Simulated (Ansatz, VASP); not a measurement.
# Cu in VASP and in Ansatz

Contents of INCAR:

```
SYSTEM = Cu
ALGO = Normal ; EDIFF = 1E-7
ENCUT = 520 ; ISIF = 2
ISMEAR = 0 ; LASPH = .TRUE.
LCHARG = .TRUE. ; LELF = .TRUE.
LREAL = .FALSE. ; LVHAR = .TRUE.
LWAVE = .FALSE. ; NBANDS = 12
NELM = 80 ; PREC = Accurate
SIGMA = 0.15
```

The input KPOINTS:

```
k-points
0
G
  24 24 24
  0 0 0
```

POSCAR

```
Cu
1.0
   -1.4317218259      1.4317218259      1.3863362440
    1.4317218259     -1.4317218259      1.3863362440
    1.4317218259      1.4317218259     -1.3863362440
Cu
1
Direct
    0.0000000000      0.0000000000      0.0000000000
```

Input for Ansatz:

```yaml
crystal:
  lattice:
    - [-1.4317218259, 1.4317218259, 1.386336244]
    - [1.4317218259, -1.4317218259, 1.386336244]
    - [1.4317218259, 1.4317218259, -1.386336244]
  atoms:
    - { symbol: Cu, position: [0.0, 0.0, 0.0] }
basis:
  ecutwfc: 520.0
kpoints:
  mp_grid: { grid: [24, 24, 24] }
hamiltonian:
  xc: lda
  pseudopotentials: { kind: paw, azcp: { folder: soft_1 } }
scf:
  occupations: { method: gaussian, width: 0.15 }
output:
  forces: true
  stress: true
  eigenvalues: true
```

Alike in both runs: task single point; functional LDA; k mesh 24 × 24 × 24; occupations gaussian, width 0.15 eV; no spin polarisation.

```csv
,VASP,Ansatz
version,VASP 6.6.1,Ansatz 0.2.0
potentials or method,"VASP PAW LDA potentials, release 64 (Cu), cutoff 520 eV","scalar-relativistic, plane waves, PAW"
valence electrons in the cell,11,19
```

|  | VASP | Ansatz | Ansatz less VASP |
| --- | --- | --- | --- |
| gap on the k mesh at the Fermi level (eV) | none | none | - |
| pressure (GPa) | -5.8 | -6.7 | -0.87 |
| traceless stress, the component that is largest in VASP (GPa) | -0.15 | -0.14 | +0.012 |

Ansatz warns that its potentials were made for another functional, while VASP's fit it. LDA's correlation is that of Perdew and Zunger in VASP and of Perdew and Wang (1992) in Ansatz. A gap of «none» marks a metal or a gap that the smearing closes. VASP's potentials hold 11 valence electrons a cell and Ansatz's 19, so a difference there can come from the potentials and not from the codes.
